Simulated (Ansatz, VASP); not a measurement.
## KCl in VASP and in Ansatz

Contents of POSCAR:

```
KCl
1.0
    3.8134288075      0.0000000000      0.0000000000
    0.0000000000      3.8134288075      0.0000000000
    0.0000000000      0.0000000000      3.8134288075
K Cl
1 1
Direct
    0.0000000000      0.0000000000      0.0000000000
    0.5000000000      0.5000000000      0.5000000000
```

The input INCAR.step1:

```
SYSTEM = KCl
PREC = Accurate
ENCUT = 520
EDIFF = 1E-5
ISMEAR = -1
SIGMA = 0.05
LREAL = .FALSE.
LASPH = .TRUE.
NELM = 60
ALGO = Normal
ISIF = 2
LWAVE = .TRUE.
LCHARG = .FALSE.
NBANDS = 15
GGA = PE
```

Contents of INCAR.step2:

```
SYSTEM = KCl
PREC = Accurate
ENCUT = 520
EDIFF = 1E-6
ISMEAR = -1
SIGMA = 0.05
LREAL = .FALSE.
LASPH = .TRUE.
NELM = 60
ALGO = Normal
ISIF = 2
LWAVE = .FALSE.
LCHARG = .FALSE.
GGA = PE
LHFCALC = .TRUE.
AEXX = 0.25
PRECFOCK = Normal
NBANDS = 15
ISTART = 1
```

File KPOINTS:

```
regular mesh
0
G
  4 4 4
  0 0 0
```

input

```
crystal:
  lattice:
    - [3.8134288075, 0.0, 0.0]
    - [0.0, 3.8134288075, 0.0]
    - [0.0, 0.0, 3.8134288075]
  atoms:
    - { symbol: K, position: [0.0, 0.0, 0.0] }
    - { symbol: Cl, position: [0.5, 0.5, 0.5] }
hamiltonian:
  xc: pbe0
  pseudopotentials: { kind: paw }
kpoints:
  mp_grid: { grid: [4, 4, 4] }
scf:
  occupations: { method: fermi_dirac, width: 0.05 }
output:
  forces: true
  stress: true
  eigenvalues: true
```

Alike in both runs: task single point; functional PBE0; k mesh 4 × 4 × 4; occupations fermi-dirac, width 0.05 eV; no spin polarisation.

|  | VASP | Ansatz |
| --- | --- | --- |
| version | VASP 6.6.1 | Ansatz 0.2.0 |
| potentials or method | VASP PAW PBE potentials, release 64 (K_sv, Cl) | Ansatz PAW |
| plane-wave cutoff (eV) | 520 | 420 |
| valence electrons in the cell | 16 | 16 |

```tsv
	VASP	Ansatz	Ansatz less VASP
gap on the k mesh at the Fermi level (eV)	6.95	6.94	-0.016
least direct gap on the mesh (eV)	7.18	7.16	-0.016
pressure (GPa)	-0.2	-0.1	+0.04
```
